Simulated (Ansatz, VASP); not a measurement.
## Mg in VASP and in Ansatz

```
Mg
1.0
    -1.83423    1.83423    1.70760
     1.83423   -1.83423    1.70760
     1.83423    1.83423   -1.70760
Mg
1
Direct
  0.00000 0.00000 0.00000
```

Alike in both runs: functional PBE; k mesh 16 × 16 × 16; occupations gaussian, width 0.1 eV; no spin polarisation.

Ansatz relaxed the structure, and its values are those at the end. VASP's run is a single point on that final structure, the one shown.

|  | VASP | Ansatz |
| --- | --- | --- |
| version | VASP 6.6.1 | Ansatz 0.2.0 |
| potentials or method | VASP PAW PBE potentials, release 64 (Mg), cutoff 520 eV | scalar-relativistic, plane waves, PAW |
| valence electrons in the cell | 2 | 10 |

```csv
,VASP,Ansatz,Ansatz less VASP
gap on the k mesh at the Fermi level (eV),none,none,-
pressure (GPa),-0.1,0.0,+0.12
```

A gap of «none» marks a metal or a gap that the smearing closes. VASP's potentials hold 2 valence electrons a cell and Ansatz's 10, so a difference there can come from the potentials and not from the codes.
